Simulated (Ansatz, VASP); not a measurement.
## BaZrO3 in VASP and in Ansatz

```
Ba Zr O
1.0
     4.20534    0.00000    0.00000
     0.00000    4.20534    0.00000
     0.00000    0.00000    4.20534
Ba Zr O
1 1 3
Direct
  0.00000 0.00000 0.00000
  0.50000 0.50000 0.50000
  0.50000 0.00000 0.50000
  0.50000 0.50000 0.00000
  0.00000 0.50000 0.50000
```

Alike in both runs: task single point; functional r2SCAN; k mesh 6 × 6 × 6; no spin polarisation.

|  | VASP | Ansatz |
| --- | --- | --- |
| version | VASP 6.6.1 | Ansatz 0.2.0 |
| potentials or method | VASP PAW PBE potentials, release 64 (Ba_sv, Zr_sv, O) | plane waves, PAW |
| plane-wave cutoff (eV) | 520 | 500 |
| occupations | gaussian, width 0.01 eV | fixed |
| valence electrons in the cell | 40 | 40 |

|  | VASP | Ansatz | Ansatz less VASP |
| --- | --- | --- | --- |
| gap on the k mesh at the Fermi level (eV) | 3.68 | 3.73 | +0.053 |
| pressure (GPa) | 1.0 | 0.0 | -1.03 |

VASP's potentials were made for PBE, not for r2SCAN.

Neither program's run includes spin-orbit coupling.
